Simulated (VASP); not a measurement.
Set up this calculation in VASP 6.6.1, as the native input.

- Task: single point
- Functional: PBE
- Potentials or basis: VASP PAW PBE potentials, release 64 (Ba_sv, S)
- Cutoff: 520 eV
- k mesh: 4 × 4 × 2
- Occupations: gaussian, width 0.1 eV
- Spin: no spin polarisation
- Dipole correction: no
- Further INCAR settings: ALGO = Normal; EDIFF = 1e-06; NBANDS = 25

The structure of BaS4 lies in POSCAR:

```
BaS4
1.0
    5.3464901961      0.0000000000      0.0000000000
    0.0000000000      5.3464901961      0.0000000000
    0.0000000000      0.0000000000      5.5466063219
Ba S
1 4
Direct
    0.0000000000      0.0000000000      0.0000000000
    0.5000000000      0.0000000000      0.3215760803
    0.0000000000      0.5000000000      0.6784239197
    0.5000000000      0.0000000000      0.6784239197
    0.0000000000      0.5000000000      0.3215760803
```

This cell differs from its parent crystal: atoms taken out.

One way to write it, as run:

INCAR

```
PREC = Accurate
ENCUT = 520
EDIFF = 1E-6
ISMEAR = 0
SIGMA = 0.1
LREAL = False
LASPH = True
NELM = 60
ALGO = Normal
ISIF = 2
LWAVE = False
LCHARG = False
GGA = PE
NBANDS = 25
```

KPOINTS

```
regular mesh
0
Gamma
  4 4 2
```

Potentials or basis: VASP PAW PBE potentials, release 64 (Ba_sv, S).

The run is started by

```console
$ cat potpaw_PBE.64/Ba_sv/POTCAR potpaw_PBE.64/S/POTCAR > POTCAR
$ mpirun -np 1 vasp_std > vasp.out
```

Results of the run:

| Property | Result |
| --- | --- |
| Pressure | 0.1 GPa |
| Largest force | 0.203 eV/Å |
| Band gap on the k mesh | zero (bands 17 and 18 overlap by 0.65 eV) |

Caveat: the k points lie up to 0.57 Å⁻¹ apart, too coarse for converged energies and pressures of a metal; the cell differs from its parent crystal (atoms taken out); spin-orbit coupling is left out, which moves the levels of the heavy elements.

Run time: 33 s on 1 thread of AMD EPYC 7R13 Processor (Zen 3) (shared host), peak memory 0.22 GiB.
